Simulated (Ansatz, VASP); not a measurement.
## One calculation of MoS2, two programs

```
Mo S
1.0
     3.16100   -0.04742   -0.04742
    -1.62156    2.76122   -0.01736
    -0.18443   -0.18443   12.29500
Mo S
2 4
Direct
  0.33333 0.66667 0.25000
  0.66667 0.33333 0.75000
  0.33333 0.66667 0.62750
  0.66667 0.33333 0.12750
  0.33333 0.66667 0.87250
  0.66667 0.33333 0.37250
```

Change from the starting cell: equal xy, yz and zx shear strains of -3 %, crystal datasets.

Alike in both runs: task electric field gradients; functional PBE; k mesh 10 × 10 × 3; occupations fermi-dirac, width 0.03 eV; no spin polarisation.

|  | VASP | Ansatz |
| --- | --- | --- |
| version | VASP 6.6.1 | Ansatz 0.2.0 |
| potentials or method | VASP PAW PBE potentials, release 64 (Mo_sv, S), cutoff 520 eV | all-electron PAW with datasets made for the crystal, scalar-relativistic |

VASP gave:

```
pressure (GPa)                                                : 9.2
traceless stress, the component that is largest in VASP (GPa) : 4.73
rms of the force components (eV/Å)                            : 0.697
size of Vzz on the site where it differs most (V/Å²)          : 103.1
```

**Question.** What did Ansatz give for the same quantities?

**Answer.** Pressure (GPa): 9.4; traceless stress, the component that is largest in VASP (GPa): 4.75; rms of the force components (eV/Å): 0.707; size of Vzz on the site where it differs most (V/Å²): 100.5.

Atom by atom the forces differ by 0.010 eV/Å (rms over components). Ansatz ran all-electron here, and VASP with PAW potentials.
